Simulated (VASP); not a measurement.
# Ir4Rh (Cmcm) in VASP: further runs

The runs below take Ir4Rh through single point, with PBE.

Program: VASP 6.6.1. These are calculated values, not measurements. Logs are shortened: lines on timing, memory, paths and dates and some standing lists are left out, and cuts for length are marked.

## 1. The cell of the first run

Symmetry: Cmcm, No. 63, orthorhombic system. Conventional cell: a = 13.717 Å, b = 4.754 Å, c = 4.434 Å, α = 90.00°, β = 90.00°, γ = 90.00°. Ir (site symmetry m) has 11 Ir at 2.72 to 2.75 Å and 1 Rh at 2.74 Å within 3.6 Å. Ir (site symmetry m) has 4 Rh at 2.72 to 2.75 Å and 8 Ir at 2.73 to 2.75 Å within 3.6 Å. Within 3.6 Å of Rh (site symmetry m2m) lie 10 Ir at 2.72 to 2.75 Å and 2 Rh at 2.73 Å.

## 2. Single point, PBE

INCAR

```
SYSTEM = Ir4Rh
PREC     = Accurate       ! precision mode
ENCUT    = 520            ! plane-wave cutoff, eV
EDIFF    = 1E-6           ! SCF threshold, eV
ISMEAR   = 0              ! smearing method
SIGMA    = 0.1            ! smearing width, eV
LREAL    = .FALSE.        ! projectors in reciprocal space
LASPH    = .TRUE.         ! aspherical terms in the spheres
NELM     = 60             ! most SCF steps
ALGO     = Fast           ! electronic algorithm
ISIF     = 2              ! what is computed and relaxed
LWAVE    = .FALSE.        ! write WAVECAR
LCHARG   = .FALSE.        ! write CHGCAR
GGA      = PE             ! functional
NBANDS   = 62             ! bands
```

KPOINTS

```
regular mesh
0
G
  4 4 4
  0 0 0
```

POSCAR

```
Ir4Rh
1.0
    6.8583190000     -2.3769650000      0.0000000000
    6.8583190000      2.3769650000      0.0000000000
    0.0000000000      0.0000000000      4.4341790000
Ir Rh
8 2
Direct
    0.8649550000      0.5345600000      0.7500000000
    0.0668590000      0.7333770000      0.7500000000
    0.2666230000      0.9331410000      0.7500000000
    0.4654400000      0.1350450000      0.7500000000
    0.1350450000      0.4654400000      0.2500000000
    0.5345600000      0.8649550000      0.2500000000
    0.7333770000      0.0668590000      0.2500000000
    0.9331410000      0.2666230000      0.2500000000
    0.6681720000      0.3318280000      0.7500000000
    0.3318280000      0.6681720000      0.2500000000
```

Potentials or basis: VASP PAW PBE potentials, release 64 (Ir, Rh_pv).

Run with:

```
$ cat potpaw_PBE.64/Ir/POTCAR potpaw_PBE.64/Rh_pv/POTCAR > POTCAR
$ mpirun -np 1 vasp_std > vasp.out
```

OUTCAR:

```text
SYSTEM = Ir4Rh
   PREC = Accurate
   ENCUT = 520
   EDIFF = 1E-6
   ISMEAR = 0
   LREAL = .FALSE.
   LASPH = .TRUE.
   NELM = 60
   ISIF = 2
   GGA = PE

 ion  position               nearest neighbor table
   1  0.865  0.535  0.750-   6 2.72   6 2.72   8 2.73   8 2.73   5 2.73   5 2.73   3 2.74   9 2.74
                             4 2.75   4 2.75   2 2.75   3 2.75
   2  0.067  0.733  0.750-  10 2.72  10 2.72   7 2.73   7 2.73   5 2.73   5 2.73   4 2.74   9 2.74
                             3 2.74   1 2.75   9 2.75   4 2.75
   3  0.267  0.933  0.750-  10 2.72  10 2.72   8 2.73   8 2.73   6 2.73   6 2.73   1 2.74   9 2.74
                             2 2.74   4 2.75   9 2.75   1 2.75
   4  0.465  0.135  0.750-   5 2.72   5 2.72   7 2.73   7 2.73   6 2.73   6 2.73   2 2.74   9 2.74
                             1 2.75   1 2.75   3 2.75   2 2.75
   5  0.135  0.465  0.250-   4 2.72   4 2.72   2 2.73   2 2.73   1 2.73   1 2.73   7 2.74  10 2.74
                             6 2.75   6 2.75   8 2.75   7 2.75
   6  0.535  0.865  0.250-   1 2.72   1 2.72   3 2.73   3 2.73   4 2.73   4 2.73   8 2.74  10 2.74
                             5 2.75   5 2.75   7 2.75   8 2.75
   7  0.733  0.067  0.250-   9 2.72   9 2.72   2 2.73   2 2.73   4 2.73   4 2.73   5 2.74  10 2.74
                             8 2.74   6 2.75  10 2.75   5 2.75
   8  0.933  0.267  0.250-   9 2.72   9 2.72   3 2.73   3 2.73   1 2.73   1 2.73   6 2.74  10 2.74
                             7 2.74   5 2.75  10 2.75   6 2.75
   9  0.668  0.332  0.750-   7 2.72   8 2.72   7 2.72   8 2.72  10 2.73  10 2.73   3 2.74   2 2.74
                             4 2.74   1 2.74   3 2.75   2 2.75
  10  0.332  0.668  0.250-   2 2.72   3 2.72   2 2.72   3 2.72   9 2.73   9 2.73   8 2.74   7 2.74
                             6 2.74   5 2.74   7 2.75   8 2.75

  LATTYP: Found a base centered orthorhombic cell.
 ALAT       =     4.7539300000
 B/A-ratio  =     2.8853260355
 C/A-ratio  =     0.9327396491

  Lattice vectors:

 A1 = (  -6.8583190000,  -2.3769650000,   0.0000000000)
 A2 = (   6.8583190000,  -2.3769650000,   0.0000000000)
 A3 = (   0.0000000000,   0.0000000000,   4.4341790000)

Analysis of symmetry for initial positions (statically):
=====================================================================
 Subroutine PRICEL returns:
 Original cell was already a primitive cell.

 Routine SETGRP: Setting up the symmetry group for a
 base centered orthorhombic supercell.

 Subroutine GETGRP returns: Found  8 space group operations
 (whereof  4 operations were pure point group operations)
 out of a pool of  8 trial point group operations.

The static configuration has the point symmetry C_2h.
 The point group associated with its full space group is D_2h.

[... 137 lines left out ...]
   NUPDOWN=      -1.0000    fix difference up-down
   EMIN   =  10.00;   EMAX   =-10.00  energy-range for DOS
   EFERMI =   0.00;   METHOD = LEGACY
   ISMEAR =     0;   SIGMA  =   0.10  broadening in eV -4-tet -1-fermi 0-gaus
   EFERMI_NEDOS =   21; number of points for ismear=-14 and -15
   IALGO  =     68    algorithm
   IMIX   =      4    mixing-type and parameters
     AMIX     =   0.40;   BMIX     =  1.00
     AMIX_MAG =   1.60;   BMIX_MAG =  1.00
  volume/ion in A,a.u.               =      14.46        97.56
  Fermi-wavevector in a.u.,A,eV,Ry     =   1.457405  2.754097 28.899183  2.124030
  Thomas-Fermi vector in A             =   2.574211
   LORBIT       =      0    0 simple, 1 ext, 2 COOP (PROOUT), +10 PAW based schemes
   GGA     = PE    functional components
   LHFCALC =     F    Hartree Fock is set to
   AEXX    =    0.0000 exact exchange contribution
   IVDW    =     0    specifies the selected vdW correction
   LEPSILON=     F    determine dielectric tensor
   LRPA    =     F    only Hartree local field effects (RPA)
 non-spin polarized calculation
 RMM-DIIS sequential band-by-band and
 Gauss-broadening in eV      SIGMA  =   0.10
  energy-cutoff  :      520.00
  volume of cell :      144.57
 maximum number of plane-waves:      3929
 NGX is ok and might be reduce to    54

 number of electron     102.0000000 magnetization

 Free energy of the ion-electron system (eV)
  ---------------------------------------------------
  ext. energy  EPLUGINS =         0.00000000
  ---------------------------------------------------
  free energy    TOTEN  =       -84.95496268 eV

  energy without entropy =      -84.90956021  energy(sigma->0) =      -84.93226144

 E-fermi :  10.3060     XC(G=0): -13.8332

 val. band max:       10.3037862861   @ k =   0.0000   0.0000   0.2500
 cond. band min:      10.3170982719   @ k =   0.0000   0.0000   0.0000
 fundamental gap:      0.0133119858
 Fermi energy:        10.3060184449

 k-point     1 :       0.0000    0.0000    0.0000
  band No.  band energies     occupation
      1     -36.6944      2.00000
      2     -36.6291      2.00000
      3     -36.6031      2.00000
      4     -36.5701      2.00000
      5     -36.5360      2.00000
      6     -36.4901      2.00000
[... 1354 lines left out ...]
     61      12.3823      0.00000
     62      12.3823      0.00000

------------------------ aborting loop because EDIFF is reached ----------------------------------------

  FORCE on cell =-STRESS in cart. coord.  units (eV):
  Direction    XX          YY          ZZ          XY          YZ          ZX
  --------------------------------------------------------------------------------------
  -------------------------------------------------------------------------------------
  Total       -0.1199229     -0.3509208      0.6828630      0.0000000      0.0000000      0.0000000
  in kB       -1.3290126     -3.8889830      7.5676408      0.0000000      0.0000000      0.0000000
  external PRESSURE =       0.7832151 kB  Pullay stress =       0.0000000 kB

 VOLUME and BASIS-vectors are now :
 -----------------------------------------------------------------------------
  energy-cutoff  :      520.00
  volume of cell :      144.57
      direct lattice vectors                 reciprocal lattice vectors
     6.858319000 -2.376965000  0.000000000     0.072904162 -0.210352277  0.000000000
     6.858319000  2.376965000  0.000000000     0.072904162  0.210352277  0.000000000
     0.000000000  0.000000000  4.434179000     0.000000000  0.000000000  0.225520891

 POSITION                                       TOTAL-FORCE (eV/Angst)
 -----------------------------------------------------------------------------------
      9.59832     -0.78534      3.32563        -0.024961     -0.014744      0.000000
      5.48827      1.58429      3.32563         0.003761     -0.074692      0.000000
      8.22836      1.58429      3.32563        -0.003761     -0.074692      0.000000
      4.11832     -0.78534      3.32563         0.024961     -0.014744      0.000000
      4.11832      0.78534      1.10854         0.024961      0.014744     -0.000000
      9.59832      0.78534      1.10854        -0.024961      0.014744     -0.000000
      5.48827     -1.58429      1.10854         0.003761      0.074692      0.000000
      8.22836     -1.58429      1.10854        -0.003761      0.074692      0.000000
      6.85832     -0.79948      3.32563         0.000000      0.100958      0.000000
      6.85832      0.79948      1.10854         0.000000     -0.100958      0.000000
 -----------------------------------------------------------------------------------
    total drift:                                0.000000     -0.000000     -0.000000

  FREE ENERGIE OF THE ION-ELECTRON SYSTEM (eV)
  ---------------------------------------------------
  free  energy   TOTEN  =       -84.9549626803 eV

  energy  without entropy=      -84.9095602088  energy(sigma->0) =      -84.93226144
```

Wall time 10 min (1 thread of Intel Xeon 8259CL, shared host); peak memory 0.4 GiB.

What came out:

| Property | Result |
| --- | --- |
| Free energy | -84.9550 eV |
| Pressure | 0.1 GPa |
| Largest force | 0.101 eV/Å |
| Band gap on the k mesh | zero (bands 51 and 52 overlap by 0.66 eV) |

Forces on the atoms (eV/Å):
```
Ir  -0.025 -0.015  0.000
Ir   0.004 -0.075  0.000
Ir  -0.004 -0.075  0.000
Ir   0.025 -0.015  0.000
Ir   0.025  0.015  0.000
Ir  -0.025  0.015  0.000
Ir   0.004  0.075  0.000
Ir  -0.004  0.075  0.000
Rh   0.000  0.101  0.000
Rh   0.000 -0.101  0.000
```

Levels at points of the mesh, in eV from the Fermi level:
```
           k point  band 47  band 48  band 49  band 50  band 51  band 52  band 53  band 54
(0.00, 0.00, 0.00)    -0.27    -0.08     0.01     0.03     0.13     0.24     0.40     0.44
(0.50, 0.00, 0.00)    -0.92    -0.84    -0.72    -0.20    -0.15     0.51     0.59     0.61
(0.50, 0.50, 0.00)    -1.96    -0.48    -0.30     0.16     0.25     0.36     0.47     0.56
(0.00, 0.00, 0.50)    -0.46    -0.46    -0.43    -0.43     0.30     0.30     0.55     0.55
(0.50, 0.00, 0.50)    -0.32    -0.32    -0.18    -0.18     0.38     0.38     0.42     0.42
(0.50, 0.50, 0.50)    -0.58    -0.58    -0.50    -0.50    -0.03    -0.03     0.10     0.10
```

Caveat: spin-orbit coupling is left out, which moves the levels of the heavy elements.

## 3. Single point, PBE

This run uses another cell than the first one, of the same volume but with other edges.

INCAR

```
PREC     = Accurate       # precision mode
ENCUT    = 520            # plane-wave cutoff, eV
EDIFF    = 1E-7           # SCF threshold, eV
ISMEAR   = 0              # smearing method
SIGMA    = 0.2            # smearing width, eV
LREAL    = F              # projectors in reciprocal space
LASPH    = T              # aspherical terms in the spheres
NELM     = 80             # most SCF steps
ALGO     = Fast           # electronic algorithm
ISIF     = 2              # what is computed and relaxed
LWAVE    = F              # write WAVECAR
LCHARG   = F              # write CHGCAR
GGA      = PE             # functional
NBANDS   = 62             # bands
```

KPOINTS

```
regular mesh
0
Gamma
  6 6 6
```

POSCAR

```
Ir4Rh
1.0
    0.0000000000      0.0000000000     -4.4341790000
    0.0000000000      4.7539300000      0.0000000000
    6.8583190000     -2.3769650000      0.0000000000
Ir Rh
8 2
Direct
    0.2500000000      0.5345600000      0.3995150000
    0.2500000000      0.7333770000      0.8002360000
    0.2500000000      0.9331410000      0.1997640000
    0.2500000000      0.1350450000      0.6004850000
    0.7500000000      0.4654400000      0.6004850000
    0.7500000000      0.8649550000      0.3995150000
    0.7500000000      0.0668590000      0.8002360000
    0.7500000000      0.2666230000      0.1997640000
    0.2500000000      0.3318280000      0.0000000000
    0.7500000000      0.6681720000      0.0000000000
```

Potentials or basis: VASP PAW PBE potentials, release 64 (Ir, Rh_pv).

Run with:

```
$ cat potpaw_PBE.64/Ir/POTCAR potpaw_PBE.64/Rh_pv/POTCAR > POTCAR
$ mpirun -np 1 vasp_std > vasp.out
```

Run time: 19 min. Hardware: 1 thread of Intel Xeon 8259CL, shared host; peak memory 0.49 GiB.

The run converged. Its results:

```yaml
Free_energy: -84.9395 eV
Pressure: 0.6 GPa
Largest_force: 0.039 eV/Å
Band_gap_on_the_k_mesh: zero (bands 51 and 52 overlap by 0.66 eV)
```

Forces on the atoms (eV/Å):
```
Ir   0.003 -0.023  0.000
Ir   0.027 -0.005  0.000
Ir  -0.027 -0.005  0.000
Ir  -0.003 -0.023  0.000
Ir  -0.003  0.023  0.000
Ir   0.003  0.023  0.000
Ir   0.027  0.005  0.000
Ir  -0.027  0.005  0.000
Rh   0.000  0.039  0.000
Rh   0.000 -0.039  0.000
```

Stress tensor (GPa, compression positive):
```
0.19 0.00 0.00
0.00 0.05 0.00
0.00 0.00 1.54
```

Levels at points of the mesh, in eV from the Fermi level:
| k point | band 49 | band 50 | band 51 | band 52 | band 53 | band 54 |
| --- | --- | --- | --- | --- | --- | --- |
| (0.00, 0.00, 0.00) | -0.01 | 0.01 | 0.13 | 0.22 | 0.39 | 0.43 |
| (0.50, 0.00, 0.00) | -0.44 | -0.44 | 0.30 | 0.30 | 0.53 | 0.53 |
| (0.00, 0.50, 0.00) | -0.74 | -0.21 | -0.16 | 0.51 | 0.58 | 0.60 |
| (0.50, 0.50, 0.00) | -0.20 | -0.20 | 0.38 | 0.38 | 0.42 | 0.42 |
| (0.00, 0.00, 0.50) | -0.32 | 0.16 | 0.24 | 0.35 | 0.45 | 0.54 |
| (0.50, 0.00, 0.50) | -0.52 | -0.52 | -0.04 | -0.04 | 0.08 | 0.08 |

Caveat: spin-orbit coupling is left out, which moves the levels of the heavy elements.
